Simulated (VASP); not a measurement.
# NiS (P6_3/mmc) in VASP: further runs

NiS is run at these levels: LDA+U; tasks: single point.

All numbers are computed with VASP 6.6.1; they aren't measurements. Logs are shortened: lines on timing, memory, paths and dates and some standing lists are left out, and cuts for length are marked.

## 1. The cell of the first run

The structure is hexagonal, space group P6_3/mmc (No. 194). The conventional cell has a = 3.425 Å, b = 3.425 Å, c = 5.340 Å, α = 90.00°, β = 90.00°, γ = 120.00°. Within 3.2 Å of Ni (site symmetry -3m) lie 6 S at 2.39 Å and 2 Ni at 2.67 Å. Within 3.2 Å of S (site symmetry -6m2) lie 6 Ni at 2.39 Å.

## 2. Single point, LDA+U, collinear spin, ferromagnetic start

INCAR

```
SYSTEM = NiS
PREC = Accurate ; ENCUT = 520
EDIFF = 1E-6 ; ISMEAR = 0
SIGMA = 0.05 ; LREAL = .FALSE.
LASPH = .TRUE. ; NELM = 150
ALGO = Normal ; ISIF = 2
LWAVE = .FALSE. ; LCHARG = .FALSE.
ISPIN = 2 ; MAGMOM = 1.44 1.44 0.38 0.38
LORBIT = 11 ; NUPDOWN = 3.6
LMAXMIX = 4 ; LDAU = .TRUE.
LDAUTYPE = 2 ; LDAUL = 2 -1
LDAUU = 4 0 ; LDAUJ = 0 0
LDAUPRINT = 1 ; NBANDS = 28
```

KPOINTS

```
regular mesh
0
G
  6 6 4
  0 0 0
```

POSCAR

```
NiS
1.0
    3.4250012100      0.0000000000      0.0000000000
   -1.7125006100      2.9661380600      0.0000000000
    0.0000000000      0.0000000000      5.3399998700
Ni S
2 2
Direct
    0.0000000000      0.0000000000      0.0000000000
    0.0000000000      0.0000000000      0.5000000000
    0.3333333333      0.6666666667      0.2500000000
    0.6666666667      0.3333333333      0.7500000000
```

Potentials or basis: VASP PAW LDA potentials, release 64 (Ni, S).

Started as:

```console
cat potpaw_LDA.64/Ni/POTCAR potpaw_LDA.64/S/POTCAR > POTCAR
mpirun -np 1 vasp_std > vasp.out
```

OUTCAR:

```text
SYSTEM = NiS
   PREC = Accurate
   ENCUT = 520
   EDIFF = 1E-6
   ISMEAR = 0
   LREAL = .FALSE.
   LASPH = .TRUE.
   NELM = 150
   ISIF = 2
   ISPIN = 2
   LORBIT = 11
   NUPDOWN = 3.6

 ion  position               nearest neighbor table
   1  0.000  0.000  0.000-   4 2.39   3 2.39   4 2.39   3 2.39   4 2.39   3 2.39   2 2.67   2 2.67

   2  0.000  0.000  0.500-   4 2.39   3 2.39   4 2.39   3 2.39   4 2.39   3 2.39   1 2.67   1 2.67

   3  0.333  0.667  0.250-   1 2.39   2 2.39   1 2.39   2 2.39   1 2.39   2 2.39
   4  0.667  0.333  0.750-   1 2.39   2 2.39   1 2.39   2 2.39   1 2.39   2 2.39

  LATTYP: Found a hexagonal cell.
 ALAT       =     3.4250012100
 C/A-ratio  =     1.5591234988

  Lattice vectors:

 A1 = (   3.4250012100,   0.0000000000,   0.0000000000)
 A2 = (  -1.7125006100,   2.9661380600,   0.0000000000)
 A3 = (   0.0000000000,   0.0000000000,   5.3399998700)

Analysis of symmetry for initial positions (statically):
=====================================================================
 Subroutine PRICEL returns:
 Original cell was already a primitive cell.

 Routine SETGRP: Setting up the symmetry group for a
 hexagonal supercell.

 Subroutine GETGRP returns: Found 24 space group operations
 (whereof 12 operations were pure point group operations)
 out of a pool of 24 trial point group operations.

The static configuration has the point symmetry D_3d.
 The point group associated with its full space group is D_6h.

Analysis of symmetry for dynamics (positions and initial velocities):
=====================================================================
 Subroutine PRICEL returns:
 Original cell was already a primitive cell.

 Routine SETGRP: Setting up the symmetry group for a
 hexagonal supercell.

 Subroutine GETGRP returns: Found 24 space group operations
 (whereof 12 operations were pure point group operations)
 out of a pool of 24 trial point group operations.

The dynamic configuration has the point symmetry D_3d.
 The point group associated with its full space group is D_6h.

Analysis of structural, dynamic, and magnetic symmetry:
=====================================================================
 Subroutine PRICEL returns:
 Original cell was already a primitive cell.

 Routine SETGRP: Setting up the symmetry group for a
 hexagonal supercell.

 Subroutine GETGRP returns: Found 24 space group operations
 (whereof 12 operations were pure point group operations)
 out of a pool of 24 trial point group operations.

The overall configuration has the point symmetry D_3d.
 The point group associated with its full space group is D_6h.

 Subroutine INISYM returns: Found 24 space group operations
 (whereof 12 operations are pure point group operations),
 and found     1 'primitive' translations

----------------------------------------------------------------------------------------

                                     Primitive cell

  volume of cell :      54.2492

  direct lattice vectors                    reciprocal lattice vectors
     3.425001210  0.000000000  0.000000000     0.291970700  0.168569362  0.000000000
    -1.712500610  2.966138060  0.000000000     0.000000000  0.337138724  0.000000000
     0.000000000  0.000000000  5.339999870     0.000000000  0.000000000  0.187265922

  length of vectors
     3.425001210  3.425001216  5.339999870     0.337138724  0.337138724  0.187265922

  position of ions in fractional coordinates (direct lattice)
     0.000000000  0.000000000  0.000000000
     0.000000000  0.000000000  0.500000000
     0.333333333  0.666666667  0.250000000
     0.666666667  0.333333333  0.750000000

  ion indices of the primitive-cell ions
   primitive index   ion index
                 1           1
                 2           2
                 3           3
                 4           4

----------------------------------------------------------------------------------------

 KPOINTS: regular mesh

Automatic generation of k-mesh.
 Grid dimensions read from file:
 generate k-points for:    6    6    4

 Generating k-lattice:

  Cartesian coordinates                     Fractional coordinates (reciprocal lattice)
     0.048661783  0.028094894  0.000000000     0.166666667  0.000000000  0.000000000
[... 89 lines left out ...]
   LRPA    =     F    only Hartree local field effects (RPA)
 spin polarized calculation
 Gauss-broadening in eV      SIGMA  =   0.05
  energy-cutoff  :      520.00
  volume of cell :       54.25
 maximum number of plane-waves:      1484
 NGX is ok and might be reduce to    28
   NGX = 13   NGY = 13   NGZ = 19

atom =   1  type =  1  l = 2

 onsite density matrix

spin component  1

  0.9692 -0.0000  0.0000 -0.0155 -0.0000
 -0.0000  0.9817 -0.0000 -0.0000 -0.0155
  0.0000 -0.0000  0.9617 -0.0000  0.0000
 -0.0155 -0.0000 -0.0000  0.9817  0.0000
 -0.0000 -0.0155  0.0000  0.0000  0.9692

spin component  2

  0.7428  0.0000  0.0000  0.2701  0.0000
  0.0000  0.5658  0.0000 -0.0000  0.2701
  0.0000  0.0000  0.9466  0.0000  0.0000
  0.2701 -0.0000  0.0000  0.5658 -0.0000
  0.0000  0.2701  0.0000 -0.0000  0.7428

 occupancies and eigenvectors

  o =  0.3701  v =  0.0000  0.0000  0.0000  0.0000  0.0000  0.5312 -0.3443 -0.0000 -0.7329  0.2495      0.0000  0.0000  0.0000  0.0000  0.0000  0.0000  0.0000  0.0000  0.0000  0.0000
  o =  0.3701  v =  0.0000  0.0000  0.0000  0.0000  0.0000 -0.2495 -0.7329 -0.0000  0.3443  0.5312      0.0000  0.0000  0.0000  0.0000  0.0000  0.0000  0.0000  0.0000  0.0000  0.0000
  o =  0.9385  v =  0.0000  0.0000  0.0000  0.0000  0.0000  0.7329  0.2495 -0.0000  0.5312  0.3443      0.0000  0.0000  0.0000  0.0000  0.0000  0.0000  0.0000  0.0000  0.0000  0.0000
  o =  0.9385  v =  0.0000  0.0000  0.0000  0.0000  0.0000 -0.3443  0.5312 -0.0000 -0.2495  0.7329      0.0000  0.0000  0.0000  0.0000  0.0000  0.0000  0.0000  0.0000  0.0000  0.0000
  o =  0.9466  v =  0.0000  0.0000  0.0000  0.0000  0.0000  0.0000  0.0000  1.0000  0.0000  0.0000      0.0000  0.0000  0.0000  0.0000  0.0000  0.0000  0.0000  0.0000  0.0000  0.0000
  o =  0.9587  v = -0.7501 -0.2380  0.0000 -0.5066 -0.3523  0.0000  0.0000  0.0000  0.0000  0.0000      0.0000  0.0000  0.0000  0.0000  0.0000  0.0000  0.0000  0.0000  0.0000  0.0000
  o =  0.9587  v = -0.3523  0.5066 -0.0000 -0.2380  0.7501  0.0000  0.0000  0.0000  0.0000  0.0000      0.0000  0.0000  0.0000  0.0000  0.0000  0.0000  0.0000  0.0000  0.0000  0.0000
  o =  0.9617  v =  0.0000  0.0000  1.0000  0.0000  0.0000  0.0000  0.0000  0.0000  0.0000  0.0000      0.0000  0.0000  0.0000  0.0000  0.0000  0.0000  0.0000  0.0000  0.0000  0.0000
  o =  0.9922  v = -0.5066  0.3523 -0.0000  0.7501 -0.2380  0.0000  0.0000  0.0000  0.0000  0.0000      0.0000  0.0000  0.0000  0.0000  0.0000  0.0000  0.0000  0.0000  0.0000  0.0000
  o =  0.9922  v =  0.2380  0.7501 -0.0000 -0.3523 -0.5066  0.0000  0.0000  0.0000  0.0000  0.0000      0.0000  0.0000  0.0000  0.0000  0.0000  0.0000  0.0000  0.0000  0.0000  0.0000

atom =   2  type =  1  l = 2

 onsite density matrix

spin component  1

  0.9692  0.0000  0.0000  0.0155 -0.0000
  0.0000  0.9817  0.0000 -0.0000  0.0155
  0.0000  0.0000  0.9617  0.0000  0.0000
  0.0155 -0.0000  0.0000  0.9817 -0.0000
 -0.0000  0.0155  0.0000 -0.0000  0.9692

spin component  2

  0.7428 -0.0000  0.0000 -0.2701  0.0000
 -0.0000  0.5658 -0.0000 -0.0000 -0.2701
  0.0000 -0.0000  0.9466 -0.0000  0.0000
 -0.2701 -0.0000 -0.0000  0.5658  0.0000
  0.0000 -0.2701  0.0000  0.0000  0.7428

 occupancies and eigenvectors

  o =  0.3701  v =  0.0000  0.0000  0.0000  0.0000  0.0000  0.5312  0.3443 -0.0000  0.7329  0.2495      0.0000  0.0000  0.0000  0.0000  0.0000  0.0000  0.0000  0.0000  0.0000  0.0000
  o =  0.3701  v =  0.0000  0.0000  0.0000  0.0000  0.0000 -0.2495  0.7329 -0.0000 -0.3443  0.5312      0.0000  0.0000  0.0000  0.0000  0.0000  0.0000  0.0000  0.0000  0.0000  0.0000
  o =  0.9385  v =  0.0000  0.0000  0.0000  0.0000  0.0000  0.7329 -0.2495 -0.0000 -0.5312  0.3443      0.0000  0.0000  0.0000  0.0000  0.0000  0.0000  0.0000  0.0000  0.0000  0.0000
  o =  0.9385  v =  0.0000  0.0000  0.0000  0.0000  0.0000 -0.3443 -0.5312 -0.0000  0.2495  0.7329      0.0000  0.0000  0.0000  0.0000  0.0000  0.0000  0.0000  0.0000  0.0000  0.0000
  o =  0.9466  v =  0.0000  0.0000  0.0000  0.0000  0.0000  0.0000 -0.0000  1.0000 -0.0000  0.0000      0.0000  0.0000  0.0000  0.0000  0.0000  0.0000  0.0000  0.0000  0.0000  0.0000
  o =  0.9587  v = -0.7501  0.2380  0.0000  0.5066 -0.3523  0.0000  0.0000  0.0000  0.0000  0.0000      0.0000  0.0000  0.0000  0.0000  0.0000  0.0000  0.0000  0.0000  0.0000  0.0000
  o =  0.9587  v = -0.3523 -0.5066 -0.0000  0.2380  0.7501  0.0000  0.0000  0.0000  0.0000  0.0000      0.0000  0.0000  0.0000  0.0000  0.0000  0.0000  0.0000  0.0000  0.0000  0.0000
  o =  0.9617  v =  0.0000 -0.0000  1.0000 -0.0000  0.0000  0.0000  0.0000  0.0000  0.0000  0.0000      0.0000  0.0000  0.0000  0.0000  0.0000  0.0000  0.0000  0.0000  0.0000  0.0000
  o =  0.9922  v = -0.5066 -0.3523 -0.0000 -0.7501 -0.2380  0.0000  0.0000  0.0000  0.0000  0.0000      0.0000  0.0000  0.0000  0.0000  0.0000  0.0000  0.0000  0.0000  0.0000  0.0000
  o =  0.9922  v =  0.2380 -0.7501 -0.0000  0.3523 -0.5066  0.0000  0.0000  0.0000  0.0000  0.0000      0.0000  0.0000  0.0000  0.0000  0.0000  0.0000  0.0000  0.0000  0.0000  0.0000

 number of electron      31.9999983 magnetization       3.6000003

 Free energy of the ion-electron system (eV)
  ---------------------------------------------------
  ext. energy  EPLUGINS =         0.00000000
  ---------------------------------------------------
  free energy    TOTEN  =       -19.02663362 eV

  energy without entropy =      -19.02439955  energy(sigma->0) =      -19.02551659

 E-fermi :   7.5938     XC(G=0): -12.0243

 val. band max:        8.2235487367   @ k =   0.1667   0.0000   0.2500
 cond. band min:       7.7429057631   @ k =   0.3333   0.1667   0.2500
 fundamental gap:     -0.4806429736
 Fermi energy:         8.2406415151

 spin component 1

 k-point     1 :       0.0000    0.0000    0.0000
  band No.  band energies     occupation
      1      -7.2848      1.00000
      2      -4.9547      1.00000
      3       0.3451      1.00000
      4       1.6687      1.00000
      5       1.6687      1.00000
      6       2.8862      1.00000
[... 640 lines left out ...]
     27      20.8254      0.00000
     28      20.8254      0.00000
 Fermi energy:         7.5938437615

 spin component 2

 k-point     1 :       0.0000    0.0000    0.0000
  band No.  band energies     occupation
      1      -6.9197      1.00000
      2      -4.5577      1.00000
      3       0.7374      1.00000
      4       3.7325      1.00000
      5       3.9583      1.00000
      6       3.9583      1.00000
[... 640 lines left out ...]
     27      21.1932      0.00000
     28      21.1932      0.00000

------------------------ aborting loop because EDIFF is reached ----------------------------------------

  FORCE on cell =-STRESS in cart. coord.  units (eV):
  Direction    XX          YY          ZZ          XY          YZ          ZX
  --------------------------------------------------------------------------------------
  -------------------------------------------------------------------------------------
  Total       -1.1756522     -1.1756522     -0.6995973      0.0000000      0.0000000     -0.0000000
  in kB      -34.7213092    -34.7213093    -20.6616688      0.0000001      0.0000000     -0.0000000
  external PRESSURE =     -30.0347624 kB  Pullay stress =       0.0000000 kB

 VOLUME and BASIS-vectors are now :
 -----------------------------------------------------------------------------
  energy-cutoff  :      520.00
  volume of cell :       54.25
      direct lattice vectors                 reciprocal lattice vectors
     3.425001210  0.000000000  0.000000000     0.291970700  0.168569362  0.000000000
    -1.712500610  2.966138060  0.000000000     0.000000000  0.337138724  0.000000000
     0.000000000  0.000000000  5.339999870     0.000000000  0.000000000  0.187265922

 POSITION                                       TOTAL-FORCE (eV/Angst)
 -----------------------------------------------------------------------------------
      0.00000      0.00000      0.00000        -0.000000      0.000000      0.000000
      0.00000      0.00000      2.67000        -0.000000      0.000000      0.000000
     -0.00000      1.97743      1.33500         0.000000      0.000000     -0.000000
      1.71250      0.98871      4.00500        -0.000000      0.000000     -0.000000
 -----------------------------------------------------------------------------------
    total drift:                               -0.000000      0.000000     -0.000000

  FREE ENERGIE OF THE ION-ELECTRON SYSTEM (eV)
  ---------------------------------------------------
  free  energy   TOTEN  =       -19.0266336226 eV

  energy  without entropy=      -19.0243995537  energy(sigma->0) =      -19.02551659

 total charge

# of ion       s       p       d       tot
------------------------------------------
    1        0.390   0.462   8.398   9.250
    2        0.390   0.462   8.398   9.250
    3        1.326   2.382   0.000   3.708
    4        1.326   2.382   0.000   3.708
--------------------------------------------------
tot          3.433   5.689  16.796  25.918

 magnetization (x)

# of ion       s       p       d       tot
------------------------------------------
    1        0.016   0.032   1.299   1.347
    2        0.016   0.032   1.299   1.347
    3        0.040   0.265   0.000   0.305
    4        0.040   0.265   0.000   0.305
--------------------------------------------------
tot          0.111   0.596   2.599   3.305
```

Wall time 1.8 min (1 thread of AMD EPYC 7R43 (Zen 3), shared host); peak memory 0.14 GiB.

Results:

```
Free energy                                           : -19.0266 eV
Pressure                                              : -3.0 GPa
Net moment                                            : 3.60 μB per cell
Site moments                                          : Ni +1.35; S +0.30 μB
Valence electrons inside the program's atomic spheres : Ni 9.25; S 3.71
```

Stress tensor (GPa, compression positive):
```
-3.47  0.00  0.00
 0.00 -3.47  0.00
 0.00  0.00 -2.07
```

Eigenvalues of the final occupation matrices:
```csv
site,spin,trace,eigenvalues
site 1 d,1,4.86,0.96 0.96 0.96 0.99 0.99
site 1 d,2,3.56,0.37 0.37 0.94 0.94 0.95
site 2 d,1,4.86,0.96 0.96 0.96 0.99 0.99
site 2 d,2,3.56,0.37 0.37 0.94 0.94 0.95
```

Caveat: the total moment is fixed, so each spin has its own Fermi level. The state reached can hang on the start; a lower one may exist.

## 3. Single point, LDA+U, collinear spin, ferromagnetic start

INCAR

```
PREC = Accurate
ENCUT = 520
EDIFF = 1E-7
ISMEAR = 0
SIGMA = 0.05
LREAL = False
LASPH = True
NELM = 150
ALGO = Normal
ISIF = 2
LWAVE = False
LCHARG = False
ISPIN = 2
MAGMOM = 2 2 0 0
LORBIT = 11
LMAXMIX = 4
LDAU = True
LDAUTYPE = 2
LDAUL = 2 -1
LDAUU = 4 0
LDAUJ = 0 0
LDAUPRINT = 1
NBANDS = 28
```

KPOINTS

```
Automatic mesh
0
Gamma
  6 6 4
```

POSCAR is that of step 2.

Potentials or basis: VASP PAW LDA potentials, release 64 (Ni, S).

Started as:

```console
cat potpaw_LDA.64/Ni/POTCAR potpaw_LDA.64/S/POTCAR > POTCAR
mpirun -np 1 vasp_std > vasp.out
```

Run time: 1.9 min. Hardware: 1 thread of AMD EPYC 7R43 (Zen 3), shared host; peak memory 0.14 GiB.

Results (log left out):

```
Free energy                                           : -19.2700 eV
Pressure                                              : -12.2 GPa
Net moment                                            : 1.93 μB per cell
Site moments                                          : Ni +0.80; S +0.11 μB
Valence electrons inside the program's atomic spheres : Ni 9.35; S 3.64
```

Stress tensor (GPa, compression positive):
```
-11.28   0.00   0.00
  0.00 -11.28   0.00
  0.00   0.00 -13.94
```

Levels at points of the mesh, in eV from the Fermi level:
Spin up:
```tsv
k point	band 15	band 16	band 17	band 18	band 19	band 20
(0.00, 0.00, 0.00)	-1.20	-0.61	0.96	0.96	4.00	4.55
(0.50, 0.00, 0.00)	-2.50	-2.00	-0.13	1.06	4.72	4.88
(0.00, 0.00, 0.50)	0.18	0.18	0.18	0.18	5.45	5.45
(0.50, 0.00, 0.50)	-0.93	-0.93	-0.31	-0.31	3.78	3.78
```
Spin down:
```
           k point  band 12  band 13  band 14  band 15  band 16  band 17  band 18  band 19
(0.00, 0.00, 0.00)    -1.04    -1.04    -0.96    -0.96    -0.48     2.15     2.15     4.10
(0.50, 0.00, 0.00)    -2.15    -2.08    -1.75    -0.87     0.16     1.03     2.31     4.99
(0.00, 0.00, 0.50)    -2.46    -1.90    -1.90     1.26     1.26     1.26     1.26     5.62
(0.50, 0.00, 0.50)    -2.17    -2.07    -2.07     0.39     0.39     1.15     1.15     3.95
```

Eigenvalues of the final occupation matrices:
| site | spin | trace | eigenvalues |
| --- | --- | --- | --- |
| site 1 d | 1 | 4.67 | 0.91 0.91 0.95 0.95 0.95 |
| site 1 d | 2 | 3.90 | 0.55 0.55 0.93 0.93 0.94 |
| site 2 d | 1 | 4.67 | 0.91 0.91 0.95 0.95 0.95 |
| site 2 d | 2 | 3.90 | 0.55 0.55 0.93 0.93 0.94 |

The state reached can hang on the start; a lower one may exist.
